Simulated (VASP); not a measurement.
TaVN2, 4 atoms in the cell. The structure is tetragonal, space group P4/mmm (No. 123). Conventional cell: a = 3.090 Å, b = 3.090 Å, c = 4.353 Å, α = 90.00°, β = 90.00°, γ = 90.00°. Ta (site symmetry 4/mmm) has 6 N at 2.18 Å within 2.9 Å. V (site symmetry 4/mmm) has 6 N at 2.18 Å within 2.9 Å. Within 2.9 Å of N (site symmetry 4/mmm) lie 2 V at 2.18 Å and 4 Ta at 2.18 Å. Within 2.9 Å of N (site symmetry 4/mmm) lie 2 Ta at 2.18 Å and 4 V at 2.18 Å. 

* Program: VASP 6.6.1
* Task: single point
* Functional: LDA
* Potentials or basis: VASP PAW LDA potentials, release 64 (Ta_pv, V_sv, N)
* Cutoff: 520 eV
* k mesh: 9 × 9 × 6
* Occupations: fermi-dirac, width 0.05 eV
* Spin: collinear spin, ferromagnetic start
* Starting moments: [0.0, 2.0, 0.0, 0.0] μB
* Dipole correction: no
* Further INCAR settings: ALGO = Normal; EDIFF = 1e-06; NBANDS = 29

Potentials or basis: VASP PAW LDA potentials, release 64 (Ta_pv, V_sv, N).

Run with:

```console
$ cat potpaw_LDA.64/Ta_pv/POTCAR potpaw_LDA.64/V_sv/POTCAR potpaw_LDA.64/N/POTCAR > POTCAR
$ mpirun -np 1 vasp_std > vasp.out
```

Hardware: 1 thread of Intel Xeon 8259CL, on a shared host.

Question: How long does it take, and how much memory?

Answer: It took 2.3 min on 1 thread of Intel Xeon 8259CL, with other jobs on the host, peak memory 0.23 GiB. Counts: scf iterations 22, k points 60.
